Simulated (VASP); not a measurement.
PbSe, 2 atoms in the cell. The structure is cubic, space group F-43m (No. 216). The conventional cell has a = 6.846 Å, b = 6.846 Å, c = 6.846 Å, α = 90.00°, β = 90.00°, γ = 90.00°. Pb (site symmetry -43m) has 4 Se at 2.96 Å within 3.9 Å. Within 3.9 Å of Se (site symmetry -43m) lie 4 Pb at 2.96 Å. 

| Item | Value |
| --- | --- |
| Program | VASP 6.6.1 |
| Task | single point |
| Functional | PBE |
| Potentials or basis | VASP PAW PBE potentials, release 64 (Pb_d, Se) |
| Cutoff | 500 eV |
| k mesh | 4 × 4 × 4 |
| Occupations | gaussian, width 0.01 eV |
| Spin | no spin polarisation |
| Dipole correction | no |
| Further INCAR settings | ALGO = Normal; EDIFF = 1e-06; NBANDS = 17 |

Potentials or basis: VASP PAW PBE potentials, release 64 (Pb_d, Se).

Command:

```console
$ cat potpaw_PBE.64/Pb_d/POTCAR potpaw_PBE.64/Se/POTCAR > POTCAR
$ mpirun -np 1 vasp_std > vasp.out
```

Hardware: 1 thread of Intel Xeon 6975P-C, with other jobs on the host.

How long does it take, and how much memory?

Wall time 14 s on 1 thread of Intel Xeon 6975P-C, with other jobs on the host, peak memory 0.2 GiB. Counts: scf iterations 14, k points 8.
